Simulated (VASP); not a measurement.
Write the native input for VASP 6.6.1 that does the following.

```
Task                   : single point
Functional             : PBE
Potentials or basis    : VASP PAW PBE potentials, release 64 (Au)
Cutoff                 : 520 eV
k mesh                 : 10 × 10 × 10
Occupations            : gaussian, width 0.026 eV
Spin                   : no spin polarisation
Dipole correction      : no
Further INCAR settings : ALGO = Normal; EDIFF = 1e-06; NBANDS = 12
```

The structure of Au lies in POSCAR:

```
Au
1.0
    2.7484100000      0.0000000000      0.0000000000
    0.0000000000      2.7484100000      0.0000000000
    0.0000000000      0.0000000000      2.7484100000
Au
1
Direct
    0.5000000000      0.5000000000      0.5000000000
```

One way to write it, as run:

INCAR

```
ALGO = Normal
EDIFF = 1E-6
ENCUT = 520
GGA = PE
ISIF = 2
ISMEAR = 0
LASPH = True
LCHARG = True
LELF = True
LREAL = False
LVHAR = True
LWAVE = False
NBANDS = 12
NELM = 60
PREC = Accurate
SIGMA = 0.026000000000000002
```

KPOINTS

```
k-points
0
Gamma
  10 10 10
```

Potentials or basis: VASP PAW PBE potentials, release 64 (Au).

The run is started by

```bash
$ cat potpaw_PBE.64/Au/POTCAR > POTCAR
$ mpirun -np 1 vasp_std > vasp.out
```

Results of the run:

The pressure is 0.1 GPa.

Run time: 8.6 s on 1 thread of Intel Xeon 6975P-C (shared host), peak memory 0.13 GiB.
